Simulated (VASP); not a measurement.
# AlN (Fm-3m) in VASP: notebook, part 2 of 2

VASP 6.6.1. The steps go on from the part before.

## (4) Dielectric tensor, PBE

Input file INCAR:

```
SYSTEM = AlN
PREC     = Accurate       ! precision mode
ENCUT    = 520            ! plane-wave cutoff, eV
EDIFF    = 1E-8           ! SCF threshold, eV
ISMEAR   = 0              ! smearing method
SIGMA    = 0.01           ! smearing width, eV
LREAL    = .FALSE.        ! projectors in reciprocal space
LASPH    = .TRUE.         ! aspherical terms in the spheres
NELM     = 100            ! most SCF steps
ALGO     = Normal         ! electronic algorithm
ISIF     = 2              ! what is computed and relaxed
LWAVE    = .FALSE.        ! write WAVECAR
LCHARG   = .FALSE.        ! write CHGCAR
GGA      = PE             ! functional
LEPSILON = .TRUE.         ! dielectric tensor by DFPT
```

Input file KPOINTS:

```
Automatic mesh
0
G
  11 11 11
  0 0 0
```

Input file POSCAR:

```
AlN
1.0
    0.0000000000      2.0345180000      2.0345180000
    2.0345180000      0.0000000000      2.0345180000
    2.0345180000      2.0345180000      0.0000000000
Al N
1 1
Direct
    0.5000000000      0.5000000000      0.5000000000
    0.0000000000      0.0000000000      0.0000000000
```

Potentials or basis: VASP PAW PBE potentials, release 64 (Al, N).

Run with:

```sh
cat potpaw_PBE.64/Al/POTCAR potpaw_PBE.64/N/POTCAR > POTCAR
mpirun -np 1 vasp_std > vasp.out
```

OUTCAR:

```text
SYSTEM = AlN
   PREC = Accurate
   ENCUT = 520
   EDIFF = 1E-8
   ISMEAR = 0
   LREAL = .FALSE.
   LASPH = .TRUE.
   NELM = 100
   ISIF = 2
   GGA = PE
   LEPSILON = .TRUE.

 ion  position               nearest neighbor table
   1  0.500  0.500  0.500-   2 2.03   2 2.03   2 2.03   2 2.03   2 2.03   2 2.03
   2  0.000  0.000  0.000-   1 2.03   1 2.03   1 2.03   1 2.03   1 2.03   1 2.03

  LATTYP: Found a face centered cubic cell.
 ALAT       =     4.0690360000

  Lattice vectors:

 A1 = (   0.0000000000,   2.0345180000,   2.0345180000)
 A2 = (   2.0345180000,   0.0000000000,   2.0345180000)
 A3 = (   2.0345180000,   2.0345180000,   0.0000000000)

Analysis of symmetry for initial positions (statically):
=====================================================================
 Subroutine PRICEL returns:
 Original cell was already a primitive cell.

 Routine SETGRP: Setting up the symmetry group for a
 face centered cubic supercell.

 Subroutine GETGRP returns: Found 48 space group operations
 (whereof 48 operations were pure point group operations)
 out of a pool of 48 trial point group operations.

The static configuration has the point symmetry O_h .

Analysis of symmetry for dynamics (positions and initial velocities):
=====================================================================
 Subroutine PRICEL returns:
 Original cell was already a primitive cell.

 Routine SETGRP: Setting up the symmetry group for a
 face centered cubic supercell.

 Subroutine GETGRP returns: Found 48 space group operations
 (whereof 48 operations were pure point group operations)
 out of a pool of 48 trial point group operations.

The dynamic configuration has the point symmetry O_h .

 Subroutine INISYM returns: Found 48 space group operations
 (whereof 48 operations are pure point group operations),
 and found     1 'primitive' translations

----------------------------------------------------------------------------------------

                                     Primitive cell

  volume of cell :      16.8428

  direct lattice vectors                    reciprocal lattice vectors
     0.000000000  2.034518000  2.034518000    -0.245758455  0.245758455  0.245758455
     2.034518000  0.000000000  2.034518000     0.245758455 -0.245758455  0.245758455
     2.034518000  2.034518000  0.000000000     0.245758455  0.245758455 -0.245758455

  length of vectors
     2.877242948  2.877242948  2.877242948     0.425666130  0.425666130  0.425666130

  position of ions in fractional coordinates (direct lattice)
     0.500000000  0.500000000  0.500000000
     0.000000000  0.000000000  0.000000000

  ion indices of the primitive-cell ions
   primitive index   ion index
[... 129 lines left out ...]
      4       9.7178      2.00000
      5      15.1241      0.00000
      6      21.8233      0.00000
      7      21.8233      0.00000
      8      21.8233      0.00000
[... 243 lines left out ...]
 k-point    24 :      -0.1818    0.1818    0.0000
  band No.  band energies     occupation
      1      -6.0006      2.00000
      2       5.2644      2.00000
      3       7.2706      2.00000
      4       9.1941      2.00000
      5      17.9719      0.00000
      6      19.5542      0.00000
      7      20.7381      0.00000
      8      22.2128      0.00000

 [... further k-points ...]

  FORCE on cell =-STRESS in cart. coord.  units (eV):
  Direction    XX          YY          ZZ          XY          YZ          ZX
  --------------------------------------------------------------------------------------
  -------------------------------------------------------------------------------------
  Total        0.0010094      0.0010094      0.0010094     -0.0000000     -0.0000000      0.0000000
  in kB        0.0960216      0.0960216      0.0960216     -0.0000000     -0.0000000      0.0000000
  external PRESSURE =       0.0960216 kB  Pullay stress =       0.0000000 kB

 VOLUME and BASIS-vectors are now :
 -----------------------------------------------------------------------------
  energy-cutoff  :      520.00
  volume of cell :       16.84
      direct lattice vectors                 reciprocal lattice vectors
     0.000000000  2.034518000  2.034518000    -0.245758455  0.245758455  0.245758455
     2.034518000  0.000000000  2.034518000     0.245758455 -0.245758455  0.245758455
     2.034518000  2.034518000  0.000000000     0.245758455  0.245758455 -0.245758455

 POSITION                                       TOTAL-FORCE (eV/Angst)
 -----------------------------------------------------------------------------------
      2.03452      2.03452      2.03452         0.000000     -0.000000      0.000000
      0.00000      0.00000      0.00000        -0.000000      0.000000     -0.000000
 -----------------------------------------------------------------------------------
    total drift:                                0.000000     -0.000000     -0.000000

  FREE ENERGIE OF THE ION-ELECTRON SYSTEM (eV)
  ---------------------------------------------------
  free  energy   TOTEN  =       -14.5459328613 eV

  energy  without entropy=      -14.5459328613  energy(sigma->0) =      -14.54593286

 HEAD OF MICROSCOPIC STATIC DIELECTRIC TENSOR (INDEPENDENT PARTICLE, excluding Hartree and local field effects)
 ------------------------------------------------------
           5.331358     0.000000     0.000000
           0.000000     5.331358     0.000000
          -0.000000    -0.000000     5.331358
 ------------------------------------------------------

 Free energy of the ion-electron system (eV)
  ---------------------------------------------------
  ---------------------------------------------------
  free energy    TOTEN  =        -0.21222230 eV

  energy without entropy =       -0.21222230

------------------------ aborting loop because EDIFF is reached ----------------------------------------

--------------------------------------- Ionic step        2  -------------------------------------------

------------------------ aborting loop because EDIFF is reached ----------------------------------------

--------------------------------------- Ionic step        3  -------------------------------------------

 Free energy of the ion-electron system (eV)
  ---------------------------------------------------
  ---------------------------------------------------
  free energy    TOTEN  =        -0.21222229 eV

  energy without entropy =       -0.21222229

------------------------ aborting loop because EDIFF is reached ----------------------------------------

 PIEZOELECTRIC TENSOR FIELD DIRECTION 3  (e Angst)
 -----------------------------------------------------------------------------
     0.00002  0.00000  0.00000           ( -0.00001  0.00000  0.00000)
     0.00000  0.00002  0.00000           (  0.00000 -0.00001  0.00000)
     0.00000 -0.00000 -0.00031           (  0.00000  0.00000 -0.00001)

 PIEZOELECTRIC TENSOR FIELD DIRECTION 3  (C/m^2)
 -----------------------------------------------------------------------------
     0.00002  0.00000  0.00000
     0.00000  0.00002  0.00000
     0.00000 -0.00000 -0.00030

 MACROSCOPIC STATIC DIELECTRIC TENSOR (including local field effects in DFT)
 ------------------------------------------------------
           5.186841    -0.000000     0.000000
          -0.000000     5.186841     0.000000
          -0.000000    -0.000000     5.186841
 ------------------------------------------------------

 PIEZOELECTRIC TENSOR (including local field effects)  for field in x, y, z        (e  Angst)
          XX          YY          ZZ          XY          YZ          ZX
  --------------------------------------------------------------------------------
  x     0.00000     0.00000     0.00000     0.00000     0.00000     0.00000
  y     0.00000     0.00000     0.00000     0.00000     0.00000     0.00000
  z     0.00000     0.00000     0.00000     0.00000     0.00000     0.00000

 PIEZOELECTRIC TENSOR (including local field effects)  for field in x, y, z        (C/m^2)
          XX          YY          ZZ          XY          YZ          ZX
  --------------------------------------------------------------------------------
  x     0.00000     0.00000     0.00000     0.00000     0.00000     0.00000
  y     0.00000     0.00000     0.00000     0.00000     0.00000     0.00000
  z     0.00000     0.00000     0.00000     0.00000     0.00000     0.00000

 BORN EFFECTIVE CHARGES (including local field effects) (in |e|, cummulative output)
 ---------------------------------------------------------------------------------
 ion    1
    1     2.98070     0.00000     0.00000
    2    -0.00000     2.98070     0.00000
    3     0.00000     0.00000     2.98070
 ion    2
    1    -2.98070    -0.00000     0.00000
    2     0.00000    -2.98070     0.00000
    3     0.00000     0.00000    -2.98070
```

Wall time 1.9 min (1 thread of Intel Xeon 8259CL, shared host); peak memory 0.18 GiB.

What came out:

```yaml
Band_gap_on_the_k_mesh: 4.55 eV, indirect (least direct gap 5.41 eV)
Electronic_dielectric_tensor_diagonal: 5.19
Born_charges_mean_of_the_diagonal: Al +2.98; N -2.98 e
```

Levels at points of the mesh, in eV from the valence-band top:
```csv
k point,band 2,band 3,band 4,band 5,band 6,band 7
"(0.00, 0.00, 0.00)",0.00,0.00,0.00,5.41,12.11,12.11
```

Electronic dielectric tensor:
```
5.19 0.00 0.00
0.00 5.19 0.00
0.00 0.00 5.19
```

Born effective charge tensors (e):
atom 1, Al
```
2.98 0.00 0.00
0.00 2.98 0.00
0.00 0.00 2.98
```
atom 2, N
```
-2.98  0.00  0.00
 0.00 -2.98  0.00
 0.00  0.00 -2.98
```

## (5) Elastic constants, LDA

Input file INCAR:

```
SYSTEM = AlN
ALGO = Normal
EDIFF = 1E-8
ENCUT = 600
IBRION = 6
ISIF = 3
ISMEAR = 0
LASPH = .TRUE.
LCHARG = .FALSE.
LREAL = .FALSE.
LWAVE = .FALSE.
NBANDS = 11
NELM = 100
NFREE = 2
NSW = 1
POTIM = 0.015
PREC = Accurate
SIGMA = 0.01
```

Input file KPOINTS:

```
k-points
0
G
  8 8 8
  0 0 0
```

POSCAR is that of step 4.

Potentials or basis: VASP PAW LDA potentials, release 64 (Al, N).

Run with:

```sh
cat potpaw_LDA.64/Al/POTCAR potpaw_LDA.64/N/POTCAR > POTCAR
mpirun -np 1 vasp_std > vasp.out
```

OUTCAR:

```text
SYSTEM = AlN
   EDIFF = 1E-8
   ENCUT = 600
   IBRION = 6
   ISIF = 3
   ISMEAR = 0
   LASPH = .TRUE.
   LREAL = .FALSE.
   NELM = 100
   NFREE = 2
   NSW = 1
   POTIM = 0.015
   PREC = Accurate

 ion  position               nearest neighbor table
   1  0.500  0.500  0.500-   2 2.03   2 2.03   2 2.03   2 2.03   2 2.03   2 2.03
   2  0.000  0.000  0.000-   1 2.03   1 2.03   1 2.03   1 2.03   1 2.03   1 2.03

  LATTYP: Found a face centered cubic cell.
 ALAT       =     4.0690360000

  Lattice vectors:

 A1 = (   0.0000000000,   2.0345180000,   2.0345180000)
 A2 = (   2.0345180000,   0.0000000000,   2.0345180000)
 A3 = (   2.0345180000,   2.0345180000,   0.0000000000)

Analysis of symmetry for initial positions (statically):
=====================================================================
 Subroutine PRICEL returns:
 Original cell was already a primitive cell.

 Routine SETGRP: Setting up the symmetry group for a
 face centered cubic supercell.

 Subroutine GETGRP returns: Found 48 space group operations
 (whereof 48 operations were pure point group operations)
 out of a pool of 48 trial point group operations.

The static configuration has the point symmetry O_h .

Analysis of symmetry for dynamics (positions and initial velocities):
=====================================================================
[... 702 lines left out ...]
  Total       -1.0960793     -1.1094447     -1.1094447      0.0000000      0.0000000      0.0000000
  in kB     -104.2648588   -105.5362435   -105.5362435      0.0000000      0.0000000      0.0000000
  external PRESSURE =    -105.1124486 kB  Pullay stress =       0.0000000 kB
[... 17 lines left out ...]
  FREE ENERGIE OF THE ION-ELECTRON SYSTEM (eV)
  ---------------------------------------------------
  free  energy   TOTEN  =       -16.2080506875 eV

  energy  without entropy=      -16.2080506875  energy(sigma->0) =      -16.20805069

 INTERNAL STRAIN TENSORS FROM STRAINED CELLS
 ============================================

 INTERNAL STRAIN TENSOR FOR ION    1 for displacements in x,y,z  (eV/Angst):
          X           Y           Z          XY          YZ          ZX
  --------------------------------------------------------------------------------
  x    -0.00000     0.00000    -0.00000     0.00000    -0.00000     0.00000
  y    -0.00000     0.00000     0.00000     0.00000     0.00000     0.00000
  z    -0.00000    -0.00000    -0.00000    -0.00000    -0.00000     0.00000

 INTERNAL STRAIN TENSORS FROM DISPLACED ATOMS
 ============================================

 INTERNAL STRAIN TENSOR FOR ION    1 for displacements in x,y,z  (eV/Angst):
          X           Y           Z          XY          YZ          ZX
  --------------------------------------------------------------------------------
  x     0.00000     0.00000     0.00000     0.00000     0.00000     0.00000
  y     0.00000     0.00000     0.00000     0.00000     0.00000     0.00000
  z     0.00000     0.00000     0.00000     0.00000     0.00000     0.00000

 INTERNAL STRAIN TENSOR FOR ION    2 for displacements in x,y,z  (eV/Angst):
          X           Y           Z          XY          YZ          ZX
  --------------------------------------------------------------------------------
  x     0.00000     0.00000     0.00000     0.00000     0.00000     0.00000
  y     0.00000     0.00000     0.00000     0.00000     0.00000     0.00000
  z     0.00000     0.00000     0.00000     0.00000     0.00000     0.00000

 Eigenvectors and eigenvalues of the dynamical matrix
 ----------------------------------------------------

   1 f  =   12.922689 THz    81.195652 2PiTHz  431.054519 cm-1    53.443925 meV
             X         Y         Z           dx          dy          dz
      2.034518  2.034518  2.034518    -0.584496    0.000000    0.000000
      0.000000  0.000000  0.000000     0.811397    0.000000    0.000000
[... 21 lines left out ...]
   6 f/i=    0.000038 THz     0.000237 2PiTHz    0.001259 cm-1     0.000156 meV
             X         Y         Z           dx          dy          dz
      2.034518  2.034518  2.034518     0.000000    0.000000    0.811397
      0.000000  0.000000  0.000000     0.000000    0.000000    0.584496

--------------------------------------------------------------------------------------------------------

 ELASTIC MODULI CONTR FROM IONIC RELAXATION (kBar)
 Direction    XX          YY          ZZ          XY          YZ          ZX
 --------------------------------------------------------------------------------
 XX           0.0000      0.0000      0.0000      0.0000      0.0000      0.0000
 YY           0.0000      0.0000      0.0000      0.0000      0.0000      0.0000
 ZZ           0.0000      0.0000      0.0000      0.0000      0.0000      0.0000
 XY           0.0000      0.0000      0.0000      0.0000      0.0000      0.0000
 YZ           0.0000      0.0000      0.0000      0.0000      0.0000      0.0000
 ZX           0.0000      0.0000      0.0000      0.0000      0.0000      0.0000
 --------------------------------------------------------------------------------

 TOTAL ELASTIC MODULI (kBar)
 Direction    XX          YY          ZZ          XY          YZ          ZX
 --------------------------------------------------------------------------------
 XX        4049.8262   1646.6659   1646.6659      0.0000      0.0000     -0.0000
 YY        1646.6659   4049.8262   1646.6659      0.0000      0.0000     -0.0000
 ZZ        1646.6659   1646.6659   4049.8262      0.0000      0.0000     -0.0000
 XY           0.0000      0.0000      0.0000   3069.4926      0.0000     -0.0000
 YZ           0.0000      0.0000      0.0000      0.0000   3069.4926     -0.0000
 ZX          -0.0000     -0.0000     -0.0000     -0.0000     -0.0000   3069.4926
 --------------------------------------------------------------------------------
```

Wall time 3.4 min (1 thread of Intel Xeon 8259CL, shared host); peak memory 0.18 GiB.

What came out:

```yaml
Elastic_constants_C11_C12_C44: 405, 165, 307 GPa
Voigt_bulk_modulus: 245 GPa
Highest_phonon_frequency_at_Γ_LO-TO_splitting_left_out: 431 cm⁻¹
```

Phonon frequencies in cm⁻¹ (negative: imaginary):
```tsv
q point	frequencies
(0.000, 0.000, 0.000)	0 0 0 431 431 431
```

Elastic tensor in Voigt notation (GPa, in the Cartesian axes of the cell as first typed):
```
405 165 165   0   0   0
165 405 165   0   0   0
165 165 405   0   0   0
  0   0   0 307   0   0
  0   0   0   0 307   0
  0   0   0   0   0 307
```

Clamped-ion elastic tensor (GPa):
```
405 165 165   0   0   0
165 405 165   0   0   0
165 165 405   0   0   0
  0   0   0 307   0   0
  0   0   0   0 307   0
  0   0   0   0   0 307
```

Caveat: the cell is under stress, which shifts elastic constants.

## (6) Elastic constants, PBE

Input file INCAR:

```
PREC = Accurate
ENCUT = 600
EDIFF = 1E-8
ISMEAR = 0
SIGMA = 0.01
LREAL = False
LASPH = True
NELM = 100
ALGO = Normal
ISIF = 3
LWAVE = False
LCHARG = True
GGA = PE
NBANDS = 11
IBRION = 6
NFREE = 2
POTIM = 0.015
NSW = 1
```

Input file KPOINTS:

```
Automatic mesh
0
Gamma
  8 8 8
```

POSCAR is that of step 5.

Potentials or basis: VASP PAW PBE potentials, release 64 (Al, N).

Run with:

```sh
cat potpaw_PBE.64/Al/POTCAR potpaw_PBE.64/N/POTCAR > POTCAR
mpirun -np 1 vasp_std > vasp.out
```

Wall time 3.5 min (1 thread of Intel Xeon 8259CL, shared host); peak memory 0.19 GiB.

The run converged. Its results:

```yaml
Elastic_constants_C11_C12_C44: 423, 167, 306 GPa
Voigt_bulk_modulus: 252 GPa
Highest_phonon_frequency_at_Γ_LO-TO_splitting_left_out: 441 cm⁻¹
```

Phonon frequencies in cm⁻¹ (negative: imaginary):
```
              q point        frequencies
(0.000, 0.000, 0.000)  0 0 0 441 441 441
```

Elastic tensor in Voigt notation (GPa, in the Cartesian axes of the cell as first typed):
```
423 167 167   0   0   0
167 423 167   0   0   0
167 167 423   0   0   0
  0   0   0 306   0   0
  0   0   0   0 306   0
  0   0   0   0   0 306
```

Clamped-ion elastic tensor (GPa):
```
423 167 167   0   0   0
167 423 167   0   0   0
167 167 423   0   0   0
  0   0   0 306   0   0
  0   0   0   0 306   0
  0   0   0   0   0 306
```

## (7) The runs side by side

```csv
task,level,potentials or basis,k mesh,cutoff (eV),ions in elastic constants,gap on the mesh (eV)
vibrations by perturbation theory,PBE,"VASP PAW PBE potentials, release 64 (Al, N)",8 × 8 × 8,520,-,-
dielectric tensor,LDA,"VASP PAW LDA potentials, release 64 (Al, N)",11 × 11 × 11,520,-,4.41
dielectric tensor,PBE,"VASP PAW PBE potentials, release 64 (Al, N)",11 × 11 × 11,520,-,4.55
elastic constants,LDA,"VASP PAW LDA potentials, release 64 (Al, N)",8 × 8 × 8,600,relaxed,-
elastic constants,PBE,"VASP PAW PBE potentials, release 64 (Al, N)",8 × 8 × 8,600,relaxed,-
```

Alike in all rows: no spin polarisation; cell as given; smearing gaussian 0.01 eV.

Caveats: the cell is under stress, which shifts elastic constants (some runs).

Absolute energies hang on the potentials; compare differences alone.
